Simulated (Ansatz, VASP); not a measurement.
ScPt: VASP beside Ansatz

```
CELL_PARAMETERS angstrom
3.29166 0.00000 0.00000
0.00000 3.29166 0.00000
0.00000 0.00000 3.29166
ATOMIC_POSITIONS crystal
Sc 0.50000 0.50000 0.50000
Pt 0.00000 0.00000 0.00000
```

Change from the starting cell: volume scaled by 1.02.

Alike in both runs: task single point; functional LDA; k mesh 10 × 10 × 10; occupations fermi-dirac, width 0.05 eV; no spin polarisation.

|  | VASP | Ansatz |
| --- | --- | --- |
| version | VASP 6.6.1 | Ansatz 0.2.0 |
| potentials or method | VASP PAW LDA potentials, release 64 (Sc_sv, Pt), cutoff 520 eV | all-electron LAPW, scalar-relativistic |

Ansatz gave:

```
pressure (GPa) : -8.0
```

Which values does VASP return?

Pressure (GPa): -7.5.

LDA's correlation is that of Perdew and Zunger in VASP and of Perdew and Wang (1992) in Ansatz. Ansatz ran all-electron here, and VASP with PAW potentials.

Spin-orbit coupling is off throughout.
